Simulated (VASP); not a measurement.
Set up this calculation in VASP 6.6.1, as the native input.

```yaml
Task: single point
Functional: PBEsol
Potentials_or_basis: VASP PAW PBE potentials, release 64 (Sb)
Cutoff: 520 eV
k_mesh: 13 × 13 × 15
Occupations: fermi-dirac, width 0.03 eV
Spin: no spin polarisation
Dipole_correction: no
Further_INCAR_settings: ALGO = Normal; EDIFF = 1e-06; NBANDS = 8; ISYM = 0
```

The structure of Sb lies in POSCAR:

```
Sb
1.0
   -1.5345172977      1.5345172977      2.5286397996
    1.5345172977     -1.5345172977      2.5286397996
    1.5345172977      1.5345172977     -2.5286397996
Sb
1
Direct
    0.0000000000      0.0000000000      0.0000000000
```

These files were run (other wordings do the same):

INCAR

```
SYSTEM = Sb
PREC = Accurate
ENCUT = 520
EDIFF = 1E-6
ISMEAR = -1
SIGMA = 0.03
LREAL = .False.
LASPH = .True.
NELM = 100
ALGO = Normal
ISIF = 2
LWAVE = .False.
LCHARG = .True.
GGA = PS
LELF = .True.
LVHAR = .True.
NBANDS = 8
ISYM = 0
```

KPOINTS

```
regular mesh
0
Gamma
  13 13 15
  0 0 0
```

Potentials or basis: VASP PAW PBE potentials, release 64 (Sb).

The run is started by

```bash
$ cat potpaw_PBE.64/Sb/POTCAR > POTCAR
$ mpirun -np 1 vasp_std > vasp.out
```

It gave:

```
Pressure               : 8.5 GPa
Band gap on the k mesh : zero (an odd number of electrons rules out a gap without spin polarisation)
```

Caveat: the cell stands under pressure; the PAW data sets were made with another functional, which shifts forces and pressure a little; spin-orbit coupling is left out, which moves the levels of the heavy elements.

Run time: 110 s on 1 thread of Intel(R) Xeon(R) 6975P-C (Granite Rapids), with other jobs on the host, peak memory 0.35 GiB.
